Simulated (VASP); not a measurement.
# InSe in VASP: single point with PBE+D3(BJ)

Aim: the single point of InSe with PBE+D3(BJ).

Everything below comes from runs of VASP 6.6.1. Logs are shortened: lines on timing, memory, paths and dates and some standing lists are left out, and cuts for length are marked.

### 1 The cell of the first run

The cell holds a slab with vacuum, 8 atoms: a = 4.027 Å, b = 4.027 Å, c = 28.271 Å, α = 90.00°, β = 90.00°, γ = 120.00°.

### 2 Single point, PBE+D3(BJ) (layers slid over each other)

Contents of INCAR:

```
ALGO = Normal
DIPOL = 0.5 0.5 0.415
EDIFF = 1E-7
ENCUT = 520
GGA = PE
IDIPOL = 3
ISIF = 2
ISMEAR = 0
IVDW = 12
LASPH = True
LCHARG = False
LDIPOL = True
LREAL = False
LWAVE = False
NBANDS = 48
NELM = 60
PREC = Accurate
SIGMA = 0.05
```

Contents of KPOINTS:

```
k-points
0
Gamma
  9 9 1
```

Contents of POSCAR:

```
InSe
1.0
    4.0266103640      0.0000000000      0.0000000000
   -2.0133051820      3.4871468663      0.0000000000
    0.0000000000      0.0000000000     28.2707108021
Se In
4 4
Direct
    0.0000000000      0.0000000000      0.1591753399
    0.0000000000      0.0000000000      0.3496677346
    0.0000000000      0.6666666667      0.4808989592
    0.0000000000      0.6666666667      0.6713913539
    0.6666666667      0.3333333333      0.2049979895
    0.6666666667      0.3333333333      0.3038451603
    0.6666666667      1.0000000000      0.5267216088
    0.6666666667      1.0000000000      0.6255687796
```

Potentials or basis: VASP PAW PBE potentials, release 64 (Se, In_d).

Run with:

```
> cat potpaw_PBE.64/Se/POTCAR potpaw_PBE.64/In_d/POTCAR > POTCAR
> mpirun -np 1 vasp_std > vasp.out
```

OUTCAR:

```text
EDIFF = 1E-7
   ENCUT = 520
   GGA = PE
   ISIF = 2
   ISMEAR = 0
   IVDW = 12
   LASPH = True
   LREAL = False
   NELM = 60
   PREC = Accurate
 IVDW          = 12

 ion  position               nearest neighbor table
   1  0.000  0.000  0.159-   5 2.66   5 2.66   5 2.66
   2  0.000  0.000  0.350-   6 2.66   6 2.66   6 2.66
   3  0.000  0.667  0.481-   7 2.66   7 2.66   7 2.66
   4  0.000  0.667  0.671-   8 2.66   8 2.66   8 2.66
   5  0.667  0.333  0.205-   1 2.66   1 2.66   1 2.66   6 2.79
   6  0.667  0.333  0.304-   2 2.66   2 2.66   2 2.66   5 2.79
   7  0.667  0.000  0.527-   3 2.66   3 2.66   3 2.66   8 2.79
   8  0.667  0.000  0.626-   4 2.66   4 2.66   4 2.66   7 2.79

  LATTYP: Found a hexagonal cell.
 ALAT       =     4.0266103640
 C/A-ratio  =     7.0209700583

  Lattice vectors:

 A1 = (   4.0266103640,   0.0000000000,   0.0000000000)
 A2 = (  -2.0133051820,   3.4871468663,   0.0000000000)
 A3 = (   0.0000000000,   0.0000000000,  28.2707108021)

Analysis of symmetry for initial positions (statically):
=====================================================================
 Subroutine PRICEL returns:
 Original cell was already a primitive cell.

 Routine SETGRP: Setting up the symmetry group for a
 hexagonal supercell.

 Subroutine GETGRP returns: Found  2 space group operations
 (whereof  1 operations were pure point group operations)
 out of a pool of 24 trial point group operations.

The static configuration has the point symmetry C_1 .
 The point group associated with its full space group is C_2 .

Analysis of symmetry for dynamics (positions and initial velocities):
=====================================================================
 Subroutine PRICEL returns:
 Original cell was already a primitive cell.

 Routine SETGRP: Setting up the symmetry group for a
 hexagonal supercell.

 Subroutine GETGRP returns: Found  2 space group operations
 (whereof  1 operations were pure point group operations)
 out of a pool of 24 trial point group operations.

The dynamic configuration has the point symmetry C_1 .
 The point group associated with its full space group is C_2 .

 Subroutine INISYM returns: Found  2 space group operations
 (whereof  1 operations are pure point group operations),
 and found     1 'primitive' translations

----------------------------------------------------------------------------------------

                                     Primitive cell

[... 113 lines left out ...]
   NUPDOWN=      -1.0000    fix difference up-down
   EMIN   =  10.00;   EMAX   =-10.00  energy-range for DOS
   EFERMI =   0.00;   METHOD = LEGACY
   ISMEAR =     0;   SIGMA  =   0.05  broadening in eV -4-tet -1-fermi 0-gaus
   EFERMI_NEDOS =   21; number of points for ismear=-14 and -15
   IALGO  =     38    algorithm
   IMIX   =      4    mixing-type and parameters
     AMIX     =   0.40;   BMIX     =  1.00
     AMIX_MAG =   1.60;   BMIX_MAG =  1.00
  volume/ion in A,a.u.               =      49.62       334.85
  Fermi-wavevector in a.u.,A,eV,Ry     =   0.943548  1.783047 12.113024  0.890282
  Thomas-Fermi vector in A             =   2.071266
   LORBIT       =      0    0 simple, 1 ext, 2 COOP (PROOUT), +10 PAW based schemes
   GGA     = PE    functional components
   LHFCALC =     F    Hartree Fock is set to
   AEXX    =    0.0000 exact exchange contribution
   IVDW    =    12    specifies the selected vdW correction
   LEPSILON=     F    determine dielectric tensor
   LRPA    =     F    only Hartree local field effects (RPA)
 non-spin polarized calculation
 Gauss-broadening in eV      SIGMA  =   0.05
  energy-cutoff  :      520.00
  volume of cell :      396.96
 maximum number of plane-waves:     10749
 NGX is ok and might be reduce to    30
   NGX = 15   NGY = 15   NGZ =105

 number of electron      75.9999997 magnetization

 dipolmoment           0.000000      0.000000     -0.000026 electrons x Angstroem

 Free energy of the ion-electron system (eV)
  ---------------------------------------------------
  ext. energy  EPLUGINS =         0.00000000
  ---------------------------------------------------
  free energy    TOTEN  =       -28.40001619 eV

  energy without entropy =      -28.40001619  energy(sigma->0) =      -28.40001619

 E-fermi :  -0.0592     XC(G=0):  -5.6957

 val. band max:       -0.2856975373   @ k =   0.1111  -0.0000   0.0000
 cond. band min:       0.9610716075   @ k =   0.0000   0.0000   0.0000
 fundamental gap:      1.2467691448
 Fermi energy:        -0.0592189163

 k-point     1 :       0.0000    0.0000    0.0000
  band No.  band energies     occupation
      1     -14.5164      2.00000
      2     -14.5162      2.00000
      3     -14.3332      2.00000
      4     -14.3331      2.00000
      5     -14.3328      2.00000
      6     -14.3326      2.00000
[... 1213 lines left out ...]
     47       5.2722      0.00000
     48       5.3381      0.00000

 [... further k-points ...]

------------------------ aborting loop because EDIFF is reached ----------------------------------------

 vacuum level on the upper side and lower side of the slab       (xc-potential included)        -0.084        -0.083

 Edisp (eV)   -1.96804

 E8    (eV) :    -0.9227

  FORCE on cell =-STRESS in cart. coord.  units (eV):
  Direction    XX          YY          ZZ          XY          YZ          ZX
  --------------------------------------------------------------------------------------
  -------------------------------------------------------------------------------------
  Total      -0.07853    -0.05085    -0.38091    -0.02397    -0.07923     0.04574
  in kB      -0.31696    -0.20524    -1.53741    -0.09675    -0.31977     0.18462
  external pressure =       -0.69 kB  Pullay stress =        0.00 kB

 VOLUME and BASIS-vectors are now :
 -----------------------------------------------------------------------------
  energy-cutoff  :      520.00
  volume of cell :      396.96
      direct lattice vectors                 reciprocal lattice vectors
     4.026610364  0.000000000  0.000000000     0.248347843  0.143383694  0.000000000
    -2.013305182  3.487146866  0.000000000     0.000000000  0.286767388  0.000000000
     0.000000000  0.000000000 28.270710802     0.000000000  0.000000000  0.035372298

 POSITION                                       TOTAL-FORCE (eV/Angst)
 -----------------------------------------------------------------------------------
      0.00000      0.00000      4.50000        -0.000579      0.000349     -0.012311
      0.00000      0.00000      9.88536        -0.012490      0.016737      0.064253
     -1.34220      2.32476     13.59536         0.008250     -0.019185     -0.064253
     -1.34220      2.32476     18.98071         0.000013     -0.000676      0.012311
      2.01331      1.16238      5.79544        -0.001311      0.001130      0.014299
      2.01331      1.16238      8.58992         0.003909     -0.000080      0.013588
      2.68441      0.00000     14.89079         0.001885      0.003425     -0.013588
      2.68441      0.00000     17.68527         0.000323     -0.001700     -0.014299
 -----------------------------------------------------------------------------------
    total drift:                                0.000235      0.000137     -0.003180

  FREE ENERGIE OF THE ION-ELECTRON SYSTEM (eV)
  ---------------------------------------------------
  free  energy   TOTEN  =       -30.3680514968 eV

  energy  without entropy=      -30.3680514968  energy(sigma->0) =      -30.36805150

 vacuum level on the upper side and lower side of the slab         5.428         5.429
```

It took 26 min on 1 thread of Intel Xeon 8259CL, shared host; peak memory 0.66 GiB.

What came out:

- Free energy: -30.3681 eV
- Largest force: 0.068 eV/Å
- Band gap on the k mesh: 1.25 eV (least direct gap 1.29 eV)
- Dispersion energy per atom: -0.246 eV

Forces in eV/Å, atoms in the order of the input:
```
Se  -0.001  0.000 -0.012
Se  -0.012  0.017  0.064
Se   0.008 -0.019 -0.064
Se   0.000 -0.001  0.012
In  -0.001  0.001  0.014
In   0.004  0.000  0.014
In   0.002  0.003 -0.014
In   0.000 -0.002 -0.014
```

Levels at points of the mesh, in eV from the valence-band top:
```tsv
k point	band 35	band 36	band 37	band 38	band 39	band 40	band 41	band 42
(0.00, 0.00, 0.00)	-0.59	-0.59	-0.54	-0.04	1.25	1.66	2.60	2.66
```

Caveat: the cell differs from its parent crystal (layers slid over each other); spin-orbit coupling is left out, which moves the levels of the heavy elements.
